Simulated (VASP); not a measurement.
Runs of VASP 6.6.1 on SnO2. The structure is that of space group P4_2/mnm (No. 136), or close to it. The cells are those of the table. 

```csv
task,cell,cutoff (eV),gap on the mesh (eV),pressure (GPa),largest force (eV/Å)
relaxation of cell and atoms,"relaxed to 4 GPa from a = 4.730, b = 4.730, c = 3.182 Å, 6 atoms",600,(a),4.0,-
single point,"a = 4.616, b = 4.616, c = 3.276 Å, 6 atoms",520,(c),8.3,-
single point,"a = 4.545, b = 4.545, c = 3.288 Å, 6 atoms",520,2.43,15.4,0.13
single point,"a = 4.545, b = 4.545, c = 3.320 Å, 6 atoms",520,2.28,12.4,0.02
relaxation of cell and atoms,"relaxed to 12 GPa from a = 4.669, b = 4.669, c = 3.153 Å, 6 atoms",600,(b),12.0,-
```

Alike in all rows: level r2SCAN; potentials or basis VASP PAW PBE potentials, release 64 (Sn_d, O); no spin polarisation; k mesh 6 × 6 × 8; smearing gaussian 0.02 eV.

Fill in the values left out.

(a) 1.95; (b) 2.34; (c) 2.12.

Caveats: the PAW data sets were made with another functional, which shifts forces and pressure a little; spin-orbit coupling is left out, which moves the levels of the heavy elements; the cell stands under pressure (at least some runs); the cell is relaxed towards a set pressure, so the run minimises the enthalpy, not the energy (at least some runs).

A k mesh can miss the band edges, and the runs leave out spin-orbit coupling on Sn.
